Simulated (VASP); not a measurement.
# ZrB2 in VASP: further runs

ZrB2 is run at these levels: PBE; tasks: single point.

Everything below comes from runs of VASP 6.6.1. Logs are shortened: lines on timing, memory, paths and dates and some standing lists are left out, and cuts for length are marked.

## (1) The cell of the first run

Symmetry: P6/mmm, No. 191, hexagonal system. Conventional cell: a = 3.170 Å, b = 3.170 Å, c = 3.533 Å, α = 90.00°, β = 90.00°, γ = 120.00°. Zr (site symmetry 6/mmm) has 12 B at 2.54 Å and 8 Zr at 3.17 to 3.53 Å within 3.6 Å. Within 2.4 Å of B (site symmetry -6m2) lie 3 B at 1.83 Å.

## (2) Single point, PBE

The input, INCAR:

```
ALGO = Normal ; EDIFF = 1E-7
ENCUT = 520 ; GGA = PE
ISIF = 2 ; ISMEAR = 0
LASPH = True ; LCHARG = False
LREAL = False ; LWAVE = False
NBANDS = 16 ; NELM = 80
PREC = Accurate ; SIGMA = 0.05
```

The input, KPOINTS:

```
k-points
0
Gamma
  12 12 10
```

The input, POSCAR:

```
ZrB2
1.0
    3.1700000000      0.0000000000      0.0000000000
   -1.5850000000      2.7453005300      0.0000000000
    0.0000000000      0.0000000000      3.5330000000
Zr B
1 2
Direct
    0.0000000000      0.0000000000      0.0000000000
    0.3333333333      0.6666666667      0.5000000000
    0.6666666667      0.3333333333      0.5000000000
```

Potentials or basis: VASP PAW PBE potentials, release 64 (Zr_sv, B).

Launch:

```console
> cat potpaw_PBE.64/Zr_sv/POTCAR potpaw_PBE.64/B/POTCAR > POTCAR
> mpirun -np 1 vasp_std > vasp.out
```

OUTCAR:

```text
EDIFF = 1E-7
   ENCUT = 520
   GGA = PE
   ISIF = 2
   ISMEAR = 0
   LASPH = True
   LREAL = False
   NELM = 80
   PREC = Accurate

 ion  position               nearest neighbor table
   1  0.000  0.000  0.000-   2 2.54   3 2.54   2 2.54   3 2.54   3 2.54   3 2.54   2 2.54   2 2.54
                             3 2.54   3 2.54   2 2.54   2 2.54
   2  0.333  0.667  0.500-   3 1.83   3 1.83   3 1.83   1 2.54   1 2.54   1 2.54   1 2.54   1 2.54
                             1 2.54
   3  0.667  0.333  0.500-   2 1.83   2 1.83   2 1.83   1 2.54   1 2.54   1 2.54   1 2.54   1 2.54
                             1 2.54

  LATTYP: Found a hexagonal cell.
 ALAT       =     3.1700000000
 C/A-ratio  =     1.1145110410

  Lattice vectors:

 A1 = (   3.1700000000,   0.0000000000,   0.0000000000)
 A2 = (  -1.5850000000,   2.7453005300,   0.0000000000)
 A3 = (   0.0000000000,   0.0000000000,   3.5330000000)

Analysis of symmetry for initial positions (statically):
=====================================================================
 Subroutine PRICEL returns:
 Original cell was already a primitive cell.

 Routine SETGRP: Setting up the symmetry group for a
 hexagonal supercell.

 Subroutine GETGRP returns: Found 24 space group operations
 (whereof 24 operations were pure point group operations)
 out of a pool of 24 trial point group operations.

The static configuration has the point symmetry D_6h.

Analysis of symmetry for dynamics (positions and initial velocities):
=====================================================================
 Subroutine PRICEL returns:
 Original cell was already a primitive cell.

 Routine SETGRP: Setting up the symmetry group for a
 hexagonal supercell.

 Subroutine GETGRP returns: Found 24 space group operations
 (whereof 24 operations were pure point group operations)
 out of a pool of 24 trial point group operations.

The dynamic configuration has the point symmetry D_6h.

 Subroutine INISYM returns: Found 24 space group operations
 (whereof 24 operations are pure point group operations),
 and found     1 'primitive' translations

----------------------------------------------------------------------------------------

                                     Primitive cell

  volume of cell :      30.7463

  direct lattice vectors                    reciprocal lattice vectors
     3.170000000  0.000000000  0.000000000     0.315457413  0.182129422  0.000000000
    -1.585000000  2.745300530  0.000000000     0.000000000  0.364258845  0.000000000
     0.000000000  0.000000000  3.533000000     0.000000000  0.000000000  0.283045570

  length of vectors
     3.170000000  3.170000000  3.533000000     0.364258845  0.364258845  0.283045570

  position of ions in fractional coordinates (direct lattice)
     0.000000000  0.000000000  0.000000000
     0.333333333  0.666666667  0.500000000
     0.666666667  0.333333333  0.500000000

  ion indices of the primitive-cell ions
   primitive index   ion index
                 1           1
                 2           2
                 3           3

----------------------------------------------------------------------------------------

 KPOINTS: k-points

Automatic generation of k-mesh.
 Grid dimensions read from file:
 generate k-points for:   12   12   10

 Generating k-lattice:

  Cartesian coordinates                     Fractional coordinates (reciprocal lattice)
     0.026288118  0.015177452  0.000000000     0.083333333  0.000000000  0.000000000
     0.000000000  0.030354904  0.000000000     0.000000000  0.083333333  0.000000000
     0.000000000  0.000000000  0.028304557     0.000000000  0.000000000  0.100000000

  Length of vectors
     0.030354904  0.030354904  0.028304557

  Shift w.r.t. Gamma in fractional coordinates (k-lattice)
     0.000000000  0.000000000  0.000000000

 Subroutine IBZKPT returns following result:
 ===========================================

 Found    114 irreducible k-points:

 Following reciprocal coordinates:
            Coordinates               Weight
  0.000000  0.000000  0.000000      1.000000
  0.083333  0.000000  0.000000      6.000000
  0.166667  0.000000  0.000000      6.000000
  0.250000 -0.000000  0.000000      6.000000
  0.333333 -0.000000  0.000000      6.000000
  0.416667  0.000000  0.000000      6.000000
[... 16 lines left out ...]
  0.250000 -0.000000  0.100000     12.000000
  0.333333 -0.000000  0.100000     12.000000
 [... further k-points ...]
   k-points           NKPTS =    114   k-points in BZ     NKDIM =    114   number of bands    NBANDS=     16
   number of dos      NEDOS =    301   number of ions     NIONS =      3
   total plane-waves  NPLWV =  16128
   dimension x,y,z NGX =    24 NGY =   24 NGZ =   28
   dimension x,y,z NGXF=    48 NGYF=   48 NGZF=   56
   ions per type =               1   2
   NGX,Y,Z   is equivalent  to a cutoff of  12.59, 12.59, 13.18 a.u.
   NGXF,Y,Z  is equivalent  to a cutoff of  25.17, 25.17, 26.35 a.u.
 SYSTEM =  unknown system
   PREC   = accura    normal or accurate (medium, high low for compatibility)
   ISTART =      0    job   : 0-new  1-cont  2-samecut
   ICHARG =      2    charge: 1-file 2-atom 10-const
   ISPIN  =      1    spin polarized calculation?
   LNONCOLLINEAR =      F non collinear calculations
   LSORBIT =      F    spin-orbit coupling
   LASPH  =      T    aspherical Exc in radial PAW
   ENCUT  =  520.0 eV  38.22 Ry    6.18 a.u.   5.89  5.89  6.57*2*pi/ulx,y,z
   NELM   =     80;   NELMIN=  2; NELMDL= -5     # of ELM steps
   EDIFF  = 0.1E-06   stopping-criterion for ELM
   LREAL  =      F    real-space projection
   EDIFFG = 0.1E-05   stopping-criterion for IOM
   NSW    =      0    number of steps for IOM
   IBRION =     -1    ionic relax: 0-MD 1-quasi-New 2-CG
   NFREE  =      0    steps in history (QN), initial steepest desc. (CG)
   ISIF   =      2    stress and relaxation
   ISYM   =      2    0-nonsym 1-usesym 2-fastsym
   POTIM  = 0.5000    time-step for ionic-motion
   TEBEG  =    0.0;   TEEND  =   0.0 temperature during run
   PSTRESS=    0.0 pullay stress
   NELECT =      18.0000    total number of electrons
   NUPDOWN=      -1.0000    fix difference up-down
   EMIN   =  10.00;   EMAX   =-10.00  energy-range for DOS
   EFERMI =   0.00;   METHOD = LEGACY
   ISMEAR =     0;   SIGMA  =   0.05  broadening in eV -4-tet -1-fermi 0-gaus
   EFERMI_NEDOS =   21; number of points for ismear=-14 and -15
   IALGO  =     38    algorithm
   IMIX   =      4    mixing-type and parameters
     AMIX     =   0.40;   BMIX     =  1.00
     AMIX_MAG =   1.60;   BMIX_MAG =  1.00
  volume/ion in A,a.u.               =      10.25        69.16
  Fermi-wavevector in a.u.,A,eV,Ry     =   1.369519  2.588016 25.518847  1.875582
  Thomas-Fermi vector in A             =   2.495387
   LORBIT       =      0    0 simple, 1 ext, 2 COOP (PROOUT), +10 PAW based schemes
   GGA     = PE    functional components
   LHFCALC =     F    Hartree Fock is set to
   AEXX    =    0.0000 exact exchange contribution
   IVDW    =     0    specifies the selected vdW correction
   LEPSILON=     F    determine dielectric tensor
   LRPA    =     F    only Hartree local field effects (RPA)
 non-spin polarized calculation
 Gauss-broadening in eV      SIGMA  =   0.05
  energy-cutoff  :      520.00
  volume of cell :       30.75
 maximum number of plane-waves:       844
 NGX is ok and might be reduce to    24
   NGX = 11   NGY = 11   NGZ = 13

 number of electron      18.0000000 magnetization

 Free energy of the ion-electron system (eV)
  ---------------------------------------------------
  ext. energy  EPLUGINS =         0.00000000
  ---------------------------------------------------
  free energy    TOTEN  =       -24.97920738 eV

  energy without entropy =      -24.97860615  energy(sigma->0) =      -24.97890676

 E-fermi :  10.6334     XC(G=0): -12.4433

 val. band max:       10.6265564476   @ k =   0.0833   0.0833   0.3000
 cond. band min:      10.6677268465   @ k =   0.0833   0.0833   0.3000
 fundamental gap:      0.0411703989
 Fermi energy:        10.6333902616

 k-point     1 :       0.0000    0.0000    0.0000
  band No.  band energies     occupation
      1     -38.1066      2.00000
      2     -16.2921      2.00000
      3     -15.7408      2.00000
      4     -15.7408      2.00000
      5      -2.2032      2.00000
      6       7.8957      2.00000
[... 8 lines left out ...]
     15      15.6714      0.00000
     16      15.6714      0.00000

 k-point     2 :       0.0833    0.0000    0.0000
  band No.  band energies     occupation
      1     -38.0989      2.00000
      2     -16.2807      2.00000
      3     -15.8083      2.00000
      4     -15.7554      2.00000
      5      -2.0642      2.00000
      6       7.4876      2.00000
[... 8 lines left out ...]
     15      16.2135      0.00000
     16      16.5762      0.00000

 k-point     3 :       0.1667    0.0000    0.0000
  band No.  band energies     occupation
      1     -38.0779      2.00000
      2     -16.2492      2.00000
      3     -15.9887      2.00000
      4     -15.7951      2.00000
      5      -1.6629      2.00000
      6       6.5218      2.00000
[... 8 lines left out ...]
     15      17.2957      0.00000
     16      17.4236      0.00000

 k-point     4 :       0.2500   -0.0000    0.0000
  band No.  band energies     occupation
      1     -38.0489      2.00000
      2     -16.2266      2.00000
      3     -16.2059      2.00000
      4     -15.8487      2.00000
      5      -1.0381      2.00000
      6       5.3507      2.00000
[... 8 lines left out ...]
     15      17.6569      0.00000
     16      19.2821      0.00000
[... 324 lines left out ...]
 k-point    22 :       0.1667    0.0000    0.1000
  band No.  band energies     occupation
      1     -38.0761      2.00000
      2     -16.2838      2.00000
      3     -15.9849      2.00000
      4     -15.7923      2.00000
      5      -1.5353      2.00000
      6       6.5119      2.00000
[... 8 lines left out ...]
     15      17.3098      0.00000
     16      17.9633      0.00000

 k-point    23 :       0.2500   -0.0000    0.1000
  band No.  band energies     occupation
      1     -38.0471      2.00000
      2     -16.2434      2.00000
      3     -16.2171      2.00000
      4     -15.8457      2.00000
      5      -0.9350      2.00000
      6       5.3046      2.00000
[... 8 lines left out ...]
     15      17.7744      0.00000
     16      19.3794      0.00000

 k-point    24 :       0.3333   -0.0000    0.1000
  band No.  band energies     occupation
      1     -38.0180      2.00000
      2     -16.4507      2.00000
      3     -16.1925      2.00000
      4     -15.8983      2.00000
      5      -0.1630      2.00000
      6       4.0727      2.00000
[... 8 lines left out ...]
     15      18.2691      0.00000
     16      21.0000      0.00000

 [... further k-points ...]

------------------------ aborting loop because EDIFF is reached ----------------------------------------

  FORCE on cell =-STRESS in cart. coord.  units (eV):
  Direction    XX          YY          ZZ          XY          YZ          ZX
  --------------------------------------------------------------------------------------
  -------------------------------------------------------------------------------------
  Total        0.1186566      0.1186566      0.2812054      0.0000000      0.0000000      0.0000000
  in kB        6.1831470      6.1831470     14.6535017      0.0000000      0.0000000      0.0000000
  external PRESSURE =       9.0065986 kB  Pullay stress =       0.0000000 kB

 VOLUME and BASIS-vectors are now :
 -----------------------------------------------------------------------------
  energy-cutoff  :      520.00
  volume of cell :       30.75
      direct lattice vectors                 reciprocal lattice vectors
     3.170000000  0.000000000  0.000000000     0.315457413  0.182129422  0.000000000
    -1.585000000  2.745300530  0.000000000     0.000000000  0.364258845  0.000000000
     0.000000000  0.000000000  3.533000000     0.000000000  0.000000000  0.283045570

 POSITION                                       TOTAL-FORCE (eV/Angst)
 -----------------------------------------------------------------------------------
      0.00000      0.00000      0.00000        -0.000000      0.000000      0.000000
     -0.00000      1.83020      1.76650        -0.000000      0.000000      0.000000
      1.58500      0.91510      1.76650         0.000000     -0.000000      0.000000
 -----------------------------------------------------------------------------------
    total drift:                               -0.000000      0.000000     -0.000000

  FREE ENERGIE OF THE ION-ELECTRON SYSTEM (eV)
  ---------------------------------------------------
  free  energy   TOTEN  =       -24.9792073755 eV

  energy  without entropy=      -24.9786061497  energy(sigma->0) =      -24.97890676
```

Wall time 49 s (1 thread of Intel Xeon 8259CL, shared host); peak memory 0.18 GiB.

What came out:

* Free energy: -24.9792 eV
* Pressure: 0.9 GPa
* Band gap on the k mesh: zero (bands 9 and 10 overlap by 1.12 eV)

Levels at points of the mesh, in eV from the Fermi level:
| k point | band 5 | band 6 | band 7 | band 8 | band 9 | band 10 | band 11 | band 12 | band 13 | band 14 |
| --- | --- | --- | --- | --- | --- | --- | --- | --- | --- | --- |
| (0.00, 0.00, 0.00) | -12.84 | -2.74 | -2.74 | -2.69 | -2.46 | 3.29 | 3.29 | 4.07 | 4.07 | 4.75 |
| (0.50, 0.00, 0.00) | -9.07 | -8.62 | -4.00 | -3.17 | -2.79 | 2.12 | 2.20 | 4.82 | 4.89 | 6.41 |
| (0.00, 0.00, 0.50) | -10.81 | -7.07 | -1.07 | -1.07 | 0.22 | 0.22 | 0.67 | 0.67 | 1.72 | 4.93 |
| (0.50, 0.00, 0.50) | -10.03 | -7.10 | -4.72 | -4.24 | -2.11 | 3.63 | 3.97 | 5.19 | 6.13 | 6.37 |

(Continued in part 2 of 2.)
